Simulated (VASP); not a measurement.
# SiC (P6_3mc) in VASP: single point with PBE

Aim: the single point of SiC with PBE.

Everything below comes from runs of VASP 6.6.1. Logs are shortened: lines on timing, memory, paths and dates and some standing lists are left out, and cuts for length are marked.

**1. The cell of the first run**

It takes space group P6_3mc (No. 186, hexagonal). Conventional cell: a = 3.094 Å, b = 3.094 Å, c = 10.129 Å, α = 90.00°, β = 90.00°, γ = 120.00°. Within 2.5 Å of Si (site symmetry 3m) lie 4 C at 1.90 Å. Si (site symmetry 3m) has 4 C at 1.89 to 1.90 Å within 2.5 Å. C (site symmetry 3m) has 4 Si at 1.89 to 1.90 Å within 2.5 Å. C (site symmetry 3m) has 4 Si at 1.90 Å within 2.5 Å.

**2. Single point, PBE**

File INCAR:

```
PREC = Accurate
ENCUT = 520
EDIFF = 1E-7
ISMEAR = 0
SIGMA = 0.01
LREAL = Auto
LASPH = T
NELM = 60
ALGO = Normal
ISIF = 2
LWAVE = F
LCHARG = F
GGA = PE
NBANDS = 86
```

File KPOINTS:

```
regular mesh
0
Gamma
  4 4 2
```

File POSCAR:

```
SiC
1.0
    3.0941201777     -5.3591733641      0.0000000000
   -6.1882403654      0.0000000058      0.0000000000
    0.0000000000      0.0000000000    -10.1293391947
Si C
16 16
Direct
    0.3333333333      0.1666666667      0.0621558118
    0.8333333333      0.1666666667      0.0621558118
    0.3333333333      0.6666666667      0.0621558118
    0.8333333333      0.6666666667      0.0621558118
    0.1666666667      0.3333333333      0.5621558118
    0.6666666667      0.3333333333      0.5621558118
    0.1666666667      0.8333333333      0.5621558118
    0.6666666667      0.8333333333      0.5621558118
    0.5000000000      0.5000000000      0.3121004438
    1.0000000000      0.5000000000      0.3121004438
    0.5000000000      1.0000000000      0.3121004438
    1.0000000000      1.0000000000      0.3121004438
    0.0000000000      0.0000000000      0.8121004438
    0.5000000000      0.0000000000      0.8121004438
    0.0000000000      0.5000000000      0.8121004438
    0.5000000000      0.5000000000      0.8121004438
    0.3333333333      0.1666666667      0.2501925541
    0.8333333333      0.1666666667      0.2501925541
    0.3333333333      0.6666666667      0.2501925541
    0.8333333333      0.6666666667      0.2501925541
    0.1666666667      0.3333333333      0.7501925541
    0.6666666667      0.3333333333      0.7501925541
    0.1666666667      0.8333333333      0.7501925541
    0.6666666667      0.8333333333      0.7501925541
    0.0000000000      0.0000000000      0.4995521903
    0.5000000000      0.0000000000      0.4995521903
    0.0000000000      0.5000000000      0.4995521903
    0.5000000000      0.5000000000      0.4995521903
    0.5000000000      0.0000000000      0.9995521903
    1.0000000000      0.0000000000      0.9995521903
    0.5000000000      0.5000000000      0.9995521903
    1.0000000000      0.5000000000      0.9995521903
```

Potentials or basis: VASP PAW PBE potentials, release 64 (Si, C).

Started as:

```console
cat potpaw_PBE.64/Si/POTCAR potpaw_PBE.64/C/POTCAR > POTCAR
mpirun -np 1 vasp_std > vasp.out
```

OUTCAR:

```text
PREC = Accurate
   ENCUT = 520
   EDIFF = 1E-7
   ISMEAR = 0
   LREAL = Auto
   LASPH = T
   NELM = 60
   ISIF = 2
   GGA = PE

 ion  position               nearest neighbor table
   1  0.333  0.167  0.062-  31 1.90  30 1.90  29 1.90  17 1.90   3 3.09   3 3.09   4 3.09   4 3.09
                             2 3.09   2 3.09   9 3.10  12 3.10  11 3.10  16 3.10  13 3.10  14 3.10
   2  0.833  0.167  0.062-  32 1.90  29 1.90  30 1.90  18 1.90   4 3.09   4 3.09   3 3.09   3 3.09
                             1 3.09   1 3.09  10 3.10  11 3.10  12 3.10  15 3.10  14 3.10  13 3.10
   3  0.333  0.667  0.062-  29 1.90  32 1.90  31 1.90  19 1.90   1 3.09   1 3.09   2 3.09   2 3.09
                             4 3.09   4 3.09  11 3.10  10 3.10   9 3.10  14 3.10  15 3.10  16 3.10
   4  0.833  0.667  0.062-  30 1.90  31 1.90  32 1.90  20 1.90   2 3.09   2 3.09   1 3.09   1 3.09
                             3 3.09   3 3.09  12 3.10   9 3.10  10 3.10  13 3.10  16 3.10  15 3.10
   5  0.167  0.333  0.562-  25 1.90  28 1.90  27 1.90  21 1.90   7 3.09   7 3.09   8 3.09   8 3.09
                             6 3.09   6 3.09  13 3.10  16 3.10  15 3.10  12 3.10   9 3.10  10 3.10
   6  0.667  0.333  0.562-  26 1.90  27 1.90  28 1.90  22 1.90   8 3.09   8 3.09   7 3.09   7 3.09
                             5 3.09   5 3.09  14 3.10  15 3.10  16 3.10  11 3.10  10 3.10   9 3.10
   7  0.167  0.833  0.562-  27 1.90  26 1.90  25 1.90  23 1.90   5 3.09   5 3.09   6 3.09   6 3.09
                             8 3.09   8 3.09  15 3.10  14 3.10  13 3.10  10 3.10  11 3.10  12 3.10
   8  0.667  0.833  0.562-  28 1.90  25 1.90  26 1.90  24 1.90   6 3.09   6 3.09   5 3.09   5 3.09
                             7 3.09   7 3.09  16 3.10  13 3.10  14 3.10   9 3.10  12 3.10  11 3.10
   9  0.500  0.500  0.312-  17 1.89  20 1.89  19 1.89  28 1.90  11 3.09  11 3.09  12 3.09  12 3.09
[... 17 lines left out ...]
  19  0.333  0.667  0.250-  11 1.89  10 1.89   9 1.89   3 1.90
  20  0.833  0.667  0.250-  12 1.89   9 1.89  10 1.89   4 1.90
  21  0.167  0.333  0.750-  13 1.89  16 1.89  15 1.89   5 1.90
  22  0.667  0.333  0.750-  14 1.89  15 1.89  16 1.89   6 1.90
[... 8 lines left out ...]
  31  0.500  0.500  1.000-   1 1.90   4 1.90   3 1.90  16 1.90
  32  0.000  0.500  1.000-   2 1.90   3 1.90   4 1.90  15 1.90

  LATTYP: Found a hexagonal cell.
 ALAT       =     6.1882403654
 C/A-ratio  =     1.6368690608

  Lattice vectors:

 A1 = (   3.0941201777,  -5.3591733641,   0.0000000000)
 A2 = (  -6.1882403654,   0.0000000058,   0.0000000000)
 A3 = (   0.0000000000,   0.0000000000, -10.1293391947)

Analysis of symmetry for initial positions (statically):
=====================================================================
 Subroutine PRICEL returns following result:

  LATTYP: Found a hexagonal cell.
 ALAT       =     3.0941201827
 C/A-ratio  =     3.2737381215

  Lattice vectors:

 A1 = (   1.5470600888,  -2.6795866821,   0.0000000000)
 A2 = (  -3.0941201827,   0.0000000029,   0.0000000000)
 A3 = (   0.0000000000,   0.0000000000, -10.1293391947)

   4 primitive cells build up your supercell.

 Routine SETGRP: Setting up the symmetry group for a
 hexagonal supercell.

 Subroutine GETGRP returns: Found 12 space group operations
 (whereof  6 operations were pure point group operations)
 out of a pool of 24 trial point group operations.

The static configuration has the point symmetry C_3v.
 The point group associated with its full space group is C_6v.

Analysis of symmetry for dynamics (positions and initial velocities):
=====================================================================
 Subroutine PRICEL returns following result:

  LATTYP: Found a hexagonal cell.
 ALAT       =     3.0941201827
 C/A-ratio  =     3.2737381215

  Lattice vectors:

 A1 = (   1.5470600888,  -2.6795866821,   0.0000000000)
 A2 = (  -3.0941201827,   0.0000000029,   0.0000000000)
 A3 = (   0.0000000000,   0.0000000000, -10.1293391947)

   4 primitive cells build up your supercell.

 Routine SETGRP: Setting up the symmetry group for a
 hexagonal supercell.

 Subroutine GETGRP returns: Found 12 space group operations
 (whereof  6 operations were pure point group operations)
 out of a pool of 24 trial point group operations.

The dynamic configuration has the point symmetry C_3v.
 The point group associated with its full space group is C_6v.

 Subroutine INISYM returns: Found 12 space group operations
 (whereof  6 operations are pure point group operations),
 and found     4 'primitive' translations

----------------------------------------------------------------------------------------

                                     Primitive cell

  volume of cell :      83.9820

  direct lattice vectors                    reciprocal lattice vectors
     1.547060089 -2.679586682  0.000000000    -0.000000000 -0.373191883  0.000000000
    -3.094120183  0.000000003  0.000000000    -0.323193652 -0.186595941  0.000000000
     0.000000000  0.000000000-10.129339195     0.000000000  0.000000000 -0.098723123

  length of vectors
     3.094120183  3.094120183 10.129339195     0.373191883  0.373191883  0.098723123

  position of ions in fractional coordinates (direct lattice)
     0.666666667  0.333333333  0.062155812
     0.333333333  0.666666667  0.562155812
     0.000000000  0.000000000  0.312100444
     0.000000000  0.000000000  0.812100444
     0.666666667  0.333333333  0.250192554
     0.333333333  0.666666667  0.750192554
     0.000000000  0.000000000  0.499552190
     0.000000000  0.000000000  0.999552190

  ion indices of the primitive-cell ions
   primitive index   ion index
                 1           1
                 2           5
                 3          11
                 4          14
                 5          17
                 6          21
                 7          26
                 8          29

----------------------------------------------------------------------------------------

 KPOINTS: regular mesh

Automatic generation of k-mesh.
 Grid dimensions read from file:
 generate k-points for:    4    4    2

 Generating k-lattice:

  Cartesian coordinates                     Fractional coordinates (reciprocal lattice)
    -0.000000000 -0.046648985  0.000000000     0.250000000  0.000000000  0.000000000
    -0.040399206 -0.023324493  0.000000000     0.000000000  0.250000000  0.000000000
     0.000000000  0.000000000 -0.049361562     0.000000000  0.000000000  0.500000000

  Length of vectors
     0.046648985  0.046648985  0.049361562

  Shift w.r.t. Gamma in fractional coordinates (k-lattice)
     0.000000000  0.000000000  0.000000000

 Subroutine IBZKPT returns following result:
 ===========================================

 Found      8 irreducible k-points:

 Following reciprocal coordinates:
            Coordinates               Weight
  0.000000  0.000000  0.000000      1.000000
  0.250000 -0.000000  0.000000      6.000000
  0.500000 -0.000000  0.000000      3.000000
  0.250000  0.250000  0.000000      6.000000
  0.000000  0.000000  0.500000      1.000000
  0.250000 -0.000000  0.500000      6.000000
  0.500000 -0.000000  0.500000      3.000000
  0.250000  0.250000  0.500000      6.000000
   k-points           NKPTS =      8   k-points in BZ     NKDIM =      8   number of bands    NBANDS=     86
   number of dos      NEDOS =    301   number of ions     NIONS =     32
   total plane-waves  NPLWV = 184320
   dimension x,y,z NGX =    48 NGY =   48 NGZ =   80
   dimension x,y,z NGXF=    96 NGYF=   96 NGZF=  160
   ions per type =              16  16
   NGX,Y,Z   is equivalent  to a cutoff of  12.90, 12.90, 13.13 a.u.
   NGXF,Y,Z  is equivalent  to a cutoff of  25.79, 25.79, 26.26 a.u.
 SYSTEM =  unknown system
   PREC   = accura    normal or accurate (medium, high low for compatibility)
   ISTART =      0    job   : 0-new  1-cont  2-samecut
   ICHARG =      2    charge: 1-file 2-atom 10-const
   ISPIN  =      1    spin polarized calculation?
   LNONCOLLINEAR =      F non collinear calculations
   LSORBIT =      F    spin-orbit coupling
   LASPH  =      T    aspherical Exc in radial PAW
   ENCUT  =  520.0 eV  38.22 Ry    6.18 a.u.  11.51 11.51 18.83*2*pi/ulx,y,z
   NELM   =     60;   NELMIN=  2; NELMDL= -5     # of ELM steps
   EDIFF  = 0.1E-06   stopping-criterion for ELM
   LREAL  =      T    real-space projection
   EDIFFG = 0.1E-05   stopping-criterion for IOM
   NSW    =      0    number of steps for IOM
   IBRION =     -1    ionic relax: 0-MD 1-quasi-New 2-CG
   NFREE  =      0    steps in history (QN), initial steepest desc. (CG)
   ISIF   =      2    stress and relaxation
   ISYM   =      2    0-nonsym 1-usesym 2-fastsym
   POTIM  = 0.5000    time-step for ionic-motion
   TEBEG  =    0.0;   TEEND  =   0.0 temperature during run
   PSTRESS=    0.0 pullay stress
   NELECT =     128.0000    total number of electrons
   NUPDOWN=      -1.0000    fix difference up-down
   EMIN   =  10.00;   EMAX   =-10.00  energy-range for DOS
   EFERMI =   0.00;   METHOD = LEGACY
   ISMEAR =     0;   SIGMA  =   0.01  broadening in eV -4-tet -1-fermi 0-gaus
   EFERMI_NEDOS =   21; number of points for ismear=-14 and -15
   IALGO  =     38    algorithm
   IMIX   =      4    mixing-type and parameters
     AMIX     =   0.40;   BMIX     =  1.00
     AMIX_MAG =   1.60;   BMIX_MAG =  1.00
  volume/ion in A,a.u.               =      10.50        70.84
  Fermi-wavevector in a.u.,A,eV,Ry     =   1.186851  2.242823 19.165368  1.408615
  Thomas-Fermi vector in A             =   2.323015
   LORBIT       =      0    0 simple, 1 ext, 2 COOP (PROOUT), +10 PAW based schemes
   GGA     = PE    functional components
   LHFCALC =     F    Hartree Fock is set to
   AEXX    =    0.0000 exact exchange contribution
   IVDW    =     0    specifies the selected vdW correction
   LEPSILON=     F    determine dielectric tensor
   LRPA    =     F    only Hartree local field effects (RPA)
 non-spin polarized calculation
 Gauss-broadening in eV      SIGMA  =   0.01
  energy-cutoff  :      520.00
  volume of cell :      335.93
 maximum number of plane-waves:      9074
 NGX is ok and might be reduce to    48
   NGX = 23   NGY = 23   NGZ = 37

 number of electron     128.0000004 magnetization

 Free energy of the ion-electron system (eV)
  ---------------------------------------------------
  ext. energy  EPLUGINS =         0.00000000
  ---------------------------------------------------
  free energy    TOTEN  =      -241.00222702 eV

  energy without entropy =     -241.00222702  energy(sigma->0) =     -241.00222702

 E-fermi :   8.0802     XC(G=0): -11.2896

 val. band max:        8.0115561594   @ k =   0.0000   0.0000   0.0000
 cond. band min:      10.2337932520   @ k =   0.0000   0.0000   0.0000
 fundamental gap:      2.2222370925
 Fermi energy:         8.0802015531

 k-point     1 :       0.0000    0.0000    0.0000
  band No.  band energies     occupation
      1      -7.3547      2.00000
      2      -6.1915      2.00000
      3      -6.1559      2.00000
      4      -3.9877      2.00000
      5      -3.9877      2.00000
      6      -3.9877      2.00000
[... 621 lines left out ...]
     75      13.4999      0.00000
     76      13.4999      0.00000
 [bands above 76 left out]

------------------------ aborting loop because EDIFF is reached ----------------------------------------

  FORCE on cell =-STRESS in cart. coord.  units (eV):
  Direction    XX          YY          ZZ          XY          YZ          ZX
  --------------------------------------------------------------------------------------
  -------------------------------------------------------------------------------------
  Total       -0.0917216     -0.0917216     -0.1295977      0.0000000      0.0000000      0.0000000
  in kB       -0.4374578     -0.4374578     -0.6181042      0.0000000      0.0000000      0.0000000
  external PRESSURE =      -0.4976733 kB  Pullay stress =       0.0000000 kB

 VOLUME and BASIS-vectors are now :
 -----------------------------------------------------------------------------
  energy-cutoff  :      520.00
  volume of cell :      335.93
      direct lattice vectors                 reciprocal lattice vectors
     3.094120178 -5.359173364  0.000000000    -0.000000000 -0.186595942  0.000000000
    -6.188240365  0.000000006  0.000000000    -0.161596826 -0.093297971  0.000000000
     0.000000000  0.000000000-10.129339195     0.000000000  0.000000000 -0.098723123

 POSITION                                       TOTAL-FORCE (eV/Angst)
 -----------------------------------------------------------------------------------
     -0.00000     -1.78639     -0.62960         0.000000      0.000000      0.004241
      1.54706     -4.46598     -0.62960         0.000000      0.000000      0.004241
     -3.09412     -1.78639     -0.62960        -0.000000     -0.000000      0.004241
     -1.54706     -4.46598     -0.62960         0.000000      0.000000      0.004241
     -1.54706     -0.89320     -5.69427        -0.000000      0.000000      0.004241
     -0.00000     -3.57278     -5.69427        -0.000000     -0.000000      0.004241
[... 24 lines left out ...]
     -1.54706     -2.67959    -10.12480        -0.000000      0.000000     -0.003506
     -3.09412      0.00000    -10.12480         0.000000     -0.000000     -0.003506
 -----------------------------------------------------------------------------------
    total drift:                                0.000000      0.000000      0.029408

  FREE ENERGIE OF THE ION-ELECTRON SYSTEM (eV)
  ---------------------------------------------------
  free  energy   TOTEN  =      -241.0022270229 eV

  energy  without entropy=     -241.0022270229  energy(sigma->0) =     -241.00222702
```

Run time: 9.1 min. Hardware: 1 thread of Intel Xeon Platinum 8259CL at 2.50GHz (Skylake/Cascade Lake), shared host; peak memory 0.48 GiB.

What came out:

* Free energy: -241.0022 eV
* Pressure: 0.0 GPa
* Largest force: 0.004 eV/Å
* Band gap on the k mesh: 2.22 eV

Forces in eV/Å, atoms in the order of the input:
```
Si   0.000  0.000  0.004
Si   0.000  0.000  0.004
Si   0.000  0.000  0.004
Si   0.000  0.000  0.004
Si   0.000  0.000  0.004
Si   0.000  0.000  0.004
Si   0.000  0.000  0.004
Si   0.000  0.000  0.004
Si   0.000  0.000 -0.002
Si   0.000  0.000 -0.002
Si   0.000  0.000 -0.002
Si   0.000  0.000 -0.002
Si   0.000  0.000 -0.002
Si   0.000  0.000 -0.002
Si   0.000  0.000 -0.002
Si   0.000  0.000 -0.002
C    0.000  0.000  0.001
C    0.000  0.000  0.001
C    0.000  0.000  0.001
C    0.000  0.000  0.001
C    0.000  0.000  0.001
C    0.000  0.000  0.001
C    0.000  0.000  0.001
C    0.000  0.000  0.001
C    0.000  0.000 -0.004
C    0.000  0.000 -0.004
C    0.000  0.000 -0.004
C    0.000  0.000 -0.004
C    0.000  0.000 -0.004
C    0.000  0.000 -0.004
C    0.000  0.000 -0.004
C    0.000  0.000 -0.004
```

Levels at points of the mesh, in eV from the valence-band top:
```csv
k point,band 60,band 61,band 62,band 63,band 64,band 65,band 66,band 67,band 68,band 69
"(0.00, 0.00, 0.00)",-0.58,-0.58,-0.05,0.00,0.00,2.22,2.22,2.22,2.34,2.34
"(0.50, 0.00, 0.00)",-1.61,-0.83,-0.83,-0.55,-0.55,3.64,3.64,3.75,3.75,4.26
"(0.00, 0.00, 0.50)",-1.04,-0.21,-0.21,-0.21,-0.21,2.63,2.63,2.63,2.63,2.63
"(0.50, 0.00, 0.50)",-1.26,-0.91,-0.91,-0.91,-0.91,3.89,3.89,3.89,3.89,3.91
```
